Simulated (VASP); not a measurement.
Write the native input for VASP 6.6.1 that does the following.

| Item | Value |
| --- | --- |
| Task | single point |
| Functional | PBEsol |
| Potentials or basis | VASP PAW PBE potentials, release 64 (Al) |
| Cutoff | 520 eV |
| k mesh | 18 × 18 × 10 |
| Occupations | gaussian, width 0.15 eV |
| Spin | no spin polarisation |
| Dipole correction | no |
| Further INCAR settings | ALGO = Fast; EDIFF = 1e-07; NBANDS = 10 |

The structure of Al lies in POSCAR:

```
Al
1.0
    2.9694000000      0.0000000000      0.0000000000
   -1.4847000000      2.5715758340      0.0000000000
    0.0000000000      0.0000000000      4.5641000000
Al
2
Direct
    0.6666666667      0.3333333333      0.7500000000
    0.3333333333      0.6666666667      0.2500000000
```

One way to write it, as run:

INCAR

```
PREC = Accurate ; ENCUT = 520
EDIFF = 1E-7 ; ISMEAR = 0
SIGMA = 0.15 ; LREAL = False
LASPH = True ; NELM = 80
ALGO = Fast ; ISIF = 2
LWAVE = False ; LCHARG = True
GGA = PS ; LELF = True
LVHAR = True ; NBANDS = 10
```

KPOINTS

```
Automatic mesh
0
Gamma
  18 18 10
```

Potentials or basis: VASP PAW PBE potentials, release 64 (Al).

Run with:

```bash
$ cat potpaw_PBE.64/Al/POTCAR > POTCAR
$ mpirun -np 1 vasp_std > vasp.out
```

Results of the run:

```
Pressure               : -4.1 GPa
Band gap on the k mesh : zero (band 3 reaches 12.29 eV, above the bottom of band 4 at 4.15 eV)
```

Caveat: the PAW data sets were made with another functional, which shifts forces and pressure a little.

It took 52 s on 1 thread of Intel Xeon 6975P-C, with other jobs on the host, peak memory 0.19 GiB.
